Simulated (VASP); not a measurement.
# Al3GaN4 (P-42m) in VASP: further runs

Runs on Al3GaN4. Level: PBEsol. Tasks: single point.

All numbers are computed with VASP 6.6.1; they aren't measurements. Logs are shortened: lines on timing, memory, paths and dates and some standing lists are left out, and cuts for length are marked.

### Step 1. The cell of the first run

Symmetry: P-42m, No. 111, tetragonal system. The conventional cell has a = 4.539 Å, b = 4.539 Å, c = 4.252 Å, α = 90.00°, β = 90.00°, γ = 90.00°. Al (site symmetry -42m) has 4 N at 1.91 Å within 2.5 Å. Al (site symmetry 222) has 4 N at 1.91 Å within 2.5 Å. Within 2.6 Å of Ga (site symmetry -42m) lie 4 N at 1.97 Å. N (site symmetry m) has 3 Al at 1.91 Å and 1 Ga at 1.97 Å within 2.5 Å.

### Step 2. Single point, PBEsol (biaxial strain in the a-b plane: +3.0 %, then relaxed in part)

The input, INCAR:

```
ALGO = Normal
EDIFF = 1E-7
ENCUT = 520
GGA = PS
ISIF = 2
ISMEAR = 0
LASPH = T
LCHARG = F
LREAL = F
LWAVE = F
NBANDS = 31
NELM = 80
PREC = Accurate
SIGMA = 0.02
```

The input, KPOINTS:

```
k-points
0
Gamma
  6 6 6
```

The input, POSCAR:

```
Al3GaN4
1.0
    4.5392046830      0.0000000000      0.0000000000
    0.0000000000      4.5392046830      0.0000000000
    0.0000000000      0.0000000000      4.2520133961
Al Ga N
3 1 4
Direct
    0.5000000000      0.5000000000      0.0000000000
    0.5000000000      0.0000000000      0.5000000000
    0.0000000000      0.5000000000      0.5000000000
    0.0000000000      0.0000000000      0.0000000000
    0.7449909317      0.7449909317      0.2558416597
    0.7449909317      0.2550090683      0.7441583403
    0.2550090683      0.7449909317      0.7441583403
    0.2550090683      0.2550090683      0.2558416597
```

Potentials or basis: VASP PAW PBE potentials, release 64 (Al, Ga_d, N).

Started as:

```bash
$ cat potpaw_PBE.64/Al/POTCAR potpaw_PBE.64/Ga_d/POTCAR potpaw_PBE.64/N/POTCAR > POTCAR
$ mpirun -np 1 vasp_std > vasp.out
```

OUTCAR:

```text
EDIFF = 1E-7
   ENCUT = 520
   GGA = PS
   ISIF = 2
   ISMEAR = 0
   LASPH = T
   LREAL = F
   NELM = 80
   PREC = Accurate

 ion  position               nearest neighbor table
   1  0.500  0.500  0.000-   5 1.91   6 1.91   7 1.91   8 1.91   2 3.11   3 3.11   2 3.11   3 3.11
                             2 3.11   2 3.11   3 3.11   3 3.11
   2  0.500  0.000  0.500-   5 1.91   6 1.91   7 1.91   8 1.91   1 3.11   4 3.11   1 3.11   4 3.11
                             1 3.11   1 3.11   4 3.11   4 3.11   3 3.21   3 3.21   3 3.21   3 3.21
   3  0.000  0.500  0.500-   5 1.91   6 1.91   7 1.91   8 1.91   1 3.11   4 3.11   1 3.11   4 3.11
                             4 3.11   4 3.11   1 3.11   1 3.11   2 3.21   2 3.21   2 3.21   2 3.21
   4  0.000  0.000  0.000-   5 1.97   6 1.97   7 1.97   8 1.97   2 3.11   3 3.11   2 3.11   3 3.11
                             3 3.11   3 3.11   2 3.11   2 3.11
   5  0.745  0.745  0.256-   2 1.91   3 1.91   1 1.91   4 1.97
   6  0.745  0.255  0.744-   2 1.91   3 1.91   1 1.91   4 1.97
   7  0.255  0.745  0.744-   2 1.91   3 1.91   1 1.91   4 1.97
   8  0.255  0.255  0.256-   2 1.91   3 1.91   1 1.91   4 1.97

  LATTYP: Found a simple tetragonal cell.
 ALAT       =     4.5392046830
 C/A-ratio  =     0.9367309238

  Lattice vectors:

 A1 = (   4.5392046830,   0.0000000000,   0.0000000000)
 A2 = (   0.0000000000,   4.5392046830,   0.0000000000)
 A3 = (   0.0000000000,   0.0000000000,   4.2520133961)

Analysis of symmetry for initial positions (statically):
=====================================================================
 Subroutine PRICEL returns:
 Original cell was already a primitive cell.

 Routine SETGRP: Setting up the symmetry group for a
 simple tetragonal supercell.

 Subroutine GETGRP returns: Found  8 space group operations
 (whereof  8 operations were pure point group operations)
 out of a pool of 16 trial point group operations.

The static configuration has the point symmetry D_2d.

Analysis of symmetry for dynamics (positions and initial velocities):
=====================================================================
 Subroutine PRICEL returns:
 Original cell was already a primitive cell.

 Routine SETGRP: Setting up the symmetry group for a
 simple tetragonal supercell.

 Subroutine GETGRP returns: Found  8 space group operations
 (whereof  8 operations were pure point group operations)
 out of a pool of 16 trial point group operations.

The dynamic configuration has the point symmetry D_2d.

 Subroutine INISYM returns: Found  8 space group operations
 (whereof  8 operations are pure point group operations),
 and found     1 'primitive' translations

----------------------------------------------------------------------------------------

                                     Primitive cell

  volume of cell :      87.6101

  direct lattice vectors                    reciprocal lattice vectors
     4.539204683  0.000000000  0.000000000     0.220302910  0.000000000  0.000000000
     0.000000000  4.539204683  0.000000000     0.000000000  0.220302910  0.000000000
     0.000000000  0.000000000  4.252013396     0.000000000  0.000000000  0.235182702

  length of vectors
     4.539204683  4.539204683  4.252013396     0.220302910  0.220302910  0.235182702

  position of ions in fractional coordinates (direct lattice)
     0.500000000  0.500000000  0.000000000
     0.500000000  0.000000000  0.500000000
     0.000000000  0.500000000  0.500000000
     0.000000000  0.000000000  0.000000000
     0.744990932  0.744990932  0.255841660
     0.744990932  0.255009068  0.744158340
     0.255009068  0.744990932  0.744158340
     0.255009068  0.255009068  0.255841660

  ion indices of the primitive-cell ions
   primitive index   ion index
                 1           1
                 2           2
                 3           3
                 4           4
                 5           5
                 6           6
                 7           7
                 8           8

----------------------------------------------------------------------------------------

 KPOINTS: k-points

Automatic generation of k-mesh.
 Grid dimensions read from file:
 generate k-points for:    6    6    6

 Generating k-lattice:

  Cartesian coordinates                     Fractional coordinates (reciprocal lattice)
     0.036717152  0.000000000  0.000000000     0.166666667  0.000000000  0.000000000
     0.000000000  0.036717152  0.000000000     0.000000000  0.166666667  0.000000000
     0.000000000  0.000000000  0.039197117     0.000000000  0.000000000  0.166666667

  Length of vectors
     0.036717152  0.036717152  0.039197117

  Shift w.r.t. Gamma in fractional coordinates (k-lattice)
     0.000000000  0.000000000  0.000000000

 Subroutine IBZKPT returns following result:
 ===========================================

 Found     40 irreducible k-points:

 Following reciprocal coordinates:
            Coordinates               Weight
  0.000000  0.000000  0.000000      1.000000
  0.166667  0.000000  0.000000      4.000000
  0.333333  0.000000  0.000000      4.000000
  0.500000  0.000000  0.000000      2.000000
  0.166667  0.166667  0.000000      4.000000
  0.333333  0.166667  0.000000      8.000000
[... 16 lines left out ...]
  0.333333  0.000000  0.333333      8.000000
  0.500000  0.000000  0.333333      4.000000
 [... further k-points ...]
   k-points           NKPTS =     40   k-points in BZ     NKDIM =     40   number of bands    NBANDS=     31
   number of dos      NEDOS =    301   number of ions     NIONS =      8
   total plane-waves  NPLWV =  41472
   dimension x,y,z NGX =    36 NGY =   36 NGZ =   32
   dimension x,y,z NGXF=    72 NGYF=   72 NGZF=   64
   ions per type =               3   1   4
   NGX,Y,Z   is equivalent  to a cutoff of  13.18, 13.18, 12.51 a.u.
   NGXF,Y,Z  is equivalent  to a cutoff of  26.37, 26.37, 25.02 a.u.
 SYSTEM =  unknown system
   PREC   = accura    normal or accurate (medium, high low for compatibility)
   ISTART =      0    job   : 0-new  1-cont  2-samecut
   ICHARG =      2    charge: 1-file 2-atom 10-const
   ISPIN  =      1    spin polarized calculation?
   LNONCOLLINEAR =      F non collinear calculations
   LSORBIT =      F    spin-orbit coupling
   LASPH  =      T    aspherical Exc in radial PAW
   ENCUT  =  520.0 eV  38.22 Ry    6.18 a.u.   8.44  8.44  7.91*2*pi/ulx,y,z
   NELM   =     80;   NELMIN=  2; NELMDL= -5     # of ELM steps
   EDIFF  = 0.1E-06   stopping-criterion for ELM
   LREAL  =      F    real-space projection
   EDIFFG = 0.1E-05   stopping-criterion for IOM
   NSW    =      0    number of steps for IOM
   IBRION =     -1    ionic relax: 0-MD 1-quasi-New 2-CG
   NFREE  =      0    steps in history (QN), initial steepest desc. (CG)
   ISIF   =      2    stress and relaxation
   ISYM   =      2    0-nonsym 1-usesym 2-fastsym
   POTIM  = 0.5000    time-step for ionic-motion
   TEBEG  =    0.0;   TEEND  =   0.0 temperature during run
   PSTRESS=    0.0 pullay stress
   NELECT =      42.0000    total number of electrons
   NUPDOWN=      -1.0000    fix difference up-down
   EMIN   =  10.00;   EMAX   =-10.00  energy-range for DOS
   EFERMI =   0.00;   METHOD = LEGACY
   ISMEAR =     0;   SIGMA  =   0.02  broadening in eV -4-tet -1-fermi 0-gaus
   EFERMI_NEDOS =   21; number of points for ismear=-14 and -15
   IALGO  =     38    algorithm
   IMIX   =      4    mixing-type and parameters
     AMIX     =   0.40;   BMIX     =  1.00
     AMIX_MAG =   1.60;   BMIX_MAG =  1.00
  volume/ion in A,a.u.               =      10.95        73.90
  Fermi-wavevector in a.u.,A,eV,Ry     =   1.281268  2.421245 22.335962  1.641647
  Thomas-Fermi vector in A             =   2.413647
   LORBIT       =      0    0 simple, 1 ext, 2 COOP (PROOUT), +10 PAW based schemes
   GGA     = PS    functional components
   LHFCALC =     F    Hartree Fock is set to
   AEXX    =    0.0000 exact exchange contribution
   IVDW    =     0    specifies the selected vdW correction
   LEPSILON=     F    determine dielectric tensor
   LRPA    =     F    only Hartree local field effects (RPA)
 non-spin polarized calculation
 Gauss-broadening in eV      SIGMA  =   0.02
  energy-cutoff  :      520.00
  volume of cell :       87.61
 maximum number of plane-waves:      2376
 NGX is ok and might be reduce to    36
   NGX = 17   NGY = 17   NGZ = 15

 number of electron      42.0000004 magnetization

 Free energy of the ion-electron system (eV)
  ---------------------------------------------------
  ext. energy  EPLUGINS =         0.00000000
  ---------------------------------------------------
  free energy    TOTEN  =       -59.83396806 eV

  energy without entropy =      -59.83396806  energy(sigma->0) =      -59.83396806

 E-fermi :   5.7072     XC(G=0): -11.2241

 val. band max:        5.5654676672   @ k =   0.0000   0.0000   0.0000
 cond. band min:       8.5368329374   @ k =   0.0000   0.0000   0.0000
 fundamental gap:      2.9713652702
 Fermi energy:         5.7072263922

 k-point     1 :       0.0000    0.0000    0.0000
  band No.  band energies     occupation
      1      -9.6040      2.00000
      2      -7.9704      2.00000
      3      -7.9704      2.00000
      4      -7.9342      2.00000
      5      -7.2520      2.00000
      6      -7.2277      2.00000
[... 23 lines left out ...]
     30      17.0846      0.00000
     31      17.0846      0.00000

 k-point     2 :       0.1667    0.0000    0.0000
  band No.  band energies     occupation
      1      -9.4847      2.00000
      2      -8.0237      2.00000
      3      -7.9780      2.00000
      4      -7.9386      2.00000
      5      -7.2506      2.00000
      6      -7.2244      2.00000
[... 23 lines left out ...]
     30      17.0282      0.00000
     31      17.4367      0.00000

 k-point     3 :       0.3333    0.0000    0.0000
  band No.  band energies     occupation
      1      -9.1508      2.00000
      2      -8.2348      2.00000
      3      -7.9922      2.00000
      4      -7.9477      2.00000
      5      -7.2479      2.00000
      6      -7.2150      2.00000
[... 703 lines left out ...]
     30      15.4901      0.00000
     31      15.7865      0.00000

 k-point    24 :       0.5000    0.0000    0.3333
  band No.  band energies     occupation
      1      -8.5203      2.00000
      2      -8.3483      2.00000
      3      -8.1141      2.00000
      4      -7.8890      2.00000
      5      -7.2208      2.00000
      6      -7.2011      2.00000
[... 23 lines left out ...]
     30      15.2316      0.00000
     31      15.8254      0.00000

 [... further k-points ...]

------------------------ aborting loop because EDIFF is reached ----------------------------------------

  FORCE on cell =-STRESS in cart. coord.  units (eV):
  Direction    XX          YY          ZZ          XY          YZ          ZX
  --------------------------------------------------------------------------------------
  -------------------------------------------------------------------------------------
  Total       -3.8933815     -3.8933815     -0.0372279      0.0000000      0.0000000      0.0000000
  in kB      -71.2005566    -71.2005566     -0.6808085      0.0000000      0.0000000      0.0000000
  external PRESSURE =     -47.6939739 kB  Pullay stress =       0.0000000 kB

 VOLUME and BASIS-vectors are now :
 -----------------------------------------------------------------------------
  energy-cutoff  :      520.00
  volume of cell :       87.61
      direct lattice vectors                 reciprocal lattice vectors
     4.539204683  0.000000000  0.000000000     0.220302910  0.000000000  0.000000000
     0.000000000  4.539204683  0.000000000     0.000000000  0.220302910  0.000000000
     0.000000000  0.000000000  4.252013396     0.000000000  0.000000000  0.235182702

 POSITION                                       TOTAL-FORCE (eV/Angst)
 -----------------------------------------------------------------------------------
      2.26960      2.26960      0.00000        -0.000000      0.000000     -0.000000
      2.26960      0.00000      2.12601        -0.000000      0.000000     -0.000000
      0.00000      2.26960      2.12601        -0.000000      0.000000     -0.000000
      0.00000      0.00000      0.00000        -0.000000      0.000000     -0.000000
      3.38167      3.38167      1.08784         0.002847      0.002847     -0.002702
      3.38167      1.15754      3.16417         0.002847     -0.002847      0.002702
      1.15754      3.38167      3.16417        -0.002847      0.002847      0.002702
      1.15754      1.15754      1.08784        -0.002847     -0.002847     -0.002702
 -----------------------------------------------------------------------------------
    total drift:                                0.000000      0.000000      0.000000

  FREE ENERGIE OF THE ION-ELECTRON SYSTEM (eV)
  ---------------------------------------------------
  free  energy   TOTEN  =       -59.8339680555 eV

  energy  without entropy=      -59.8339680555  energy(sigma->0) =      -59.83396806
```

It took 54 s on 1 thread of Intel Xeon 6975P-C (Granite Rapids), shared host; peak memory 0.24 GiB.

Results:

```yaml
Free_energy: -59.8340 eV
Pressure: -4.8 GPa
Largest_force: 0.005 eV/Å
Band_gap_on_the_k_mesh: 2.97 eV
```

Forces on the atoms (eV/Å):
```
Al   0.000  0.000  0.000
Al   0.000  0.000  0.000
Al   0.000  0.000  0.000
Ga   0.000  0.000  0.000
N    0.003  0.003 -0.003
N    0.003 -0.003  0.003
N   -0.003  0.003  0.003
N   -0.003 -0.003 -0.003
```

Stress tensor (GPa, compression positive):
```
-7.12  0.00  0.00
 0.00 -7.12  0.00
 0.00  0.00 -0.07
```

Caveat: the cell differs from its parent crystal (biaxial strain in the a-b plane: +3.0 %, then relaxed in part); the cell stands under tension; the PAW data sets were made with another functional, which shifts forces and pressure a little. A k mesh can miss the band edges.

### Step 3. Single point, PBEsol

The input, INCAR:

```
SYSTEM = Al3GaN4
ALGO = Normal ; EDIFF = 1E-6
ENCUT = 520 ; GGA = PS
ISIF = 2 ; ISMEAR = 0
LASPH = .True. ; LCHARG = .True.
LELF = .True. ; LREAL = .False.
LVHAR = .True. ; LWAVE = .False.
NBANDS = 31 ; NELM = 80
PREC = Accurate ; SIGMA = 0.02
```

The input, KPOINTS:

```
k-points
0
Gamma
  6 6 6
  0 0 0
```

POSCAR is that of step 2.

Potentials or basis: VASP PAW PBE potentials, release 64 (Al, Ga_d, N).

Started as:

```bash
$ cat potpaw_PBE.64/Al/POTCAR potpaw_PBE.64/Ga_d/POTCAR potpaw_PBE.64/N/POTCAR > POTCAR
$ mpirun -np 1 vasp_std > vasp.out
```

Wall time 46 s (1 thread of Intel Xeon 6975P-C (Granite Rapids), shared host); peak memory 0.24 GiB.

Results (log left out):

- Free energy: -59.8340 eV
- Pressure: -4.8 GPa
- Largest force: 0.005 eV/Å
- Band gap on the k mesh: 2.97 eV

Forces in eV/Å, atoms in the order of the input:
```
Al   0.000  0.000  0.000
Al   0.000  0.000  0.000
Al   0.000  0.000  0.000
Ga   0.000  0.000  0.000
N    0.003  0.003 -0.003
N    0.003 -0.003  0.003
N   -0.003  0.003  0.003
N   -0.003 -0.003 -0.003
```

Stress tensor (GPa, compression positive):
```
-7.15  0.00  0.00
 0.00 -7.15  0.00
 0.00  0.00 -0.10
```

Levels at points of the mesh, in eV from the valence-band top:
```
           k point  band 18  band 19  band 20  band 21  band 22  band 23  band 24  band 25
(0.00, 0.00, 0.00)    -1.93    -0.23    -0.23     0.00     2.97     3.07     3.26     3.26
(0.50, 0.00, 0.00)    -1.28    -1.18    -1.01    -0.92     5.19     5.21     5.63     5.66
(0.50, 0.50, 0.00)    -1.26    -0.97    -0.97    -0.96     6.78     7.02     7.02     7.18
(0.00, 0.00, 0.50)    -1.57    -1.57    -1.31    -1.31     5.41     5.52     6.27     6.27
(0.50, 0.00, 0.50)    -0.85    -0.62    -0.60    -0.52     6.91     7.30     7.36     7.65
(0.50, 0.50, 0.50)    -0.53    -0.53    -0.52    -0.26     5.00     6.41     6.41     6.43
```

Caveat: the cell stands under tension; the PAW data sets were made with another functional, which shifts forces and pressure a little. A k mesh can miss the band edges.
